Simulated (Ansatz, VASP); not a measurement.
**Two plane-wave programs on KI**

Contents of POSCAR:

```
KI
1.0
    0.0000000000      3.9658927787      3.9658927787
    3.9658927787      0.0000000000      3.9658927787
    3.9658927787      3.9658927787      0.0000000000
K I
1 1
Direct
    0.0000000000      0.0000000000      0.0000000000
    0.2500000000      0.2500000000      0.2500000000
```

The input INCAR.step1:

```
PREC = Accurate ; ENCUT = 520
EDIFF = 1E-5 ; ISMEAR = 0
SIGMA = 0.01 ; LREAL = F
LASPH = T ; NELM = 60
ALGO = Normal ; ISIF = 2
LWAVE = T ; LCHARG = F
NBANDS = 15 ; GGA = PE
```

INCAR.step2

```
PREC = Accurate ; ENCUT = 520
EDIFF = 1E-7 ; ISMEAR = 0
SIGMA = 0.01 ; LREAL = F
LASPH = T ; NELM = 60
ALGO = Normal ; ISIF = 2
LWAVE = F ; LCHARG = F
GGA = PE ; LHFCALC = T
HFSCREEN = 0.2079 ; PRECFOCK = Normal
NBANDS = 15 ; ISTART = 1
```

File KPOINTS:

```
regular mesh
0
Gamma
  4 4 4
```

Input for Ansatz:

```yaml
crystal:
  lattice:
    - [0.0, 3.9658927787, 3.9658927787]
    - [3.9658927787, 0.0, 3.9658927787]
    - [3.9658927787, 3.9658927787, 0.0]
  atoms:
    - { symbol: K, position: [0.0, 0.0, 0.0] }
    - { symbol: I, position: [0.25, 0.25, 0.25] }
kpoints:
  mp_grid: { grid: [4, 4, 4] }
  band_path:
    path:
      - [0.0, 0.0, 0.0]
      - [-0.5, -0.5, 0.0]
      - [-0.375, -0.375, 0.25]
      - [-0.375, 0.0, 0.375]
      - [0.0, 0.0, 0.5]
      - [-0.5, -0.25, 0.25]
      - [0.0, 0.145833, -0.145833]
    npoints: 1
hamiltonian:
  xc: hse06
scf:
  occupations: { method: fixed }
  n_extra_bands: 4
output:
  forces: true
  stress: true
  eigenvalues: true
```

Alike in both runs: task single point; functional HSE06; k mesh 4 × 4 × 4; no spin polarisation.

```csv
,VASP,Ansatz
version,VASP 6.6.1,Ansatz 0.2.0
potentials or method,"VASP PAW PBE potentials, release 64 (K_sv, I)","plane waves, PAW"
plane-wave cutoff (eV),520,420
occupations,"gaussian, width 0.01 eV",fixed
valence electrons in the cell,16,26
```

```tsv
	VASP	Ansatz	Ansatz less VASP
gap on the k mesh at the Fermi level (eV)	4.88	4.88	+0.005
pressure (GPa)	0.1	0.1	-0.01
```

VASP's potentials hold 16 valence electrons a cell and Ansatz's 26, so a difference there can come from the potentials and not from the codes. Ansatz's warnings: stress exchange threshold loose, stress scf threshold loose.

Spin-orbit coupling is off throughout.
